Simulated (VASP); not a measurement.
A run of VASP 6.6.1 is set up as follows.

INCAR

```
SYSTEM = MgS
PREC = Accurate
ENCUT = 520
EDIFF = 1E-6
ISMEAR = -1
SIGMA = 0.05
LREAL = .FALSE.
LASPH = .TRUE.
NELM = 60
ALGO = Normal
ISIF = 2
LWAVE = .FALSE.
LCHARG = .TRUE.
GGA = B5
ALDAX = 1.0
AGGAX = 1.0
AGGAC = 1.0
ALDAC = 0.0
LELF = .TRUE.
LVHAR = .TRUE.
NBANDS = 11
```

The input KPOINTS:

```
Automatic mesh
0
G
  9 9 9
  0 0 0
```

POSCAR

```
MgS
1.0
    0.0000000000      2.6016500000      2.6016500000
    2.6016500000      0.0000000000      2.6016500000
    2.6016500000      2.6016500000      0.0000000000
S Mg
1 1
Direct
    0.5000000000      0.5000000000      0.5000000000
    0.0000000000      0.0000000000      0.0000000000
```

Potentials or basis: VASP PAW PBE potentials, release 64 (S, Mg).

The run is started by

```bash
$ cat potpaw_PBE.64/S/POTCAR potpaw_PBE.64/Mg/POTCAR > POTCAR
$ mpirun -np 1 vasp_std > vasp.out
```

Question: Estimate the band gap on the k mesh.

Answer: 2.96 eV, indirect (least direct gap 3.88 eV).

Question: Estimate the pressure.

Answer: 3.5 GPa.

Caveat: the PAW data sets were made with another functional, which shifts forces and pressure a little. A hybrid or GW would open this gap; BLYP tends to underestimate it.
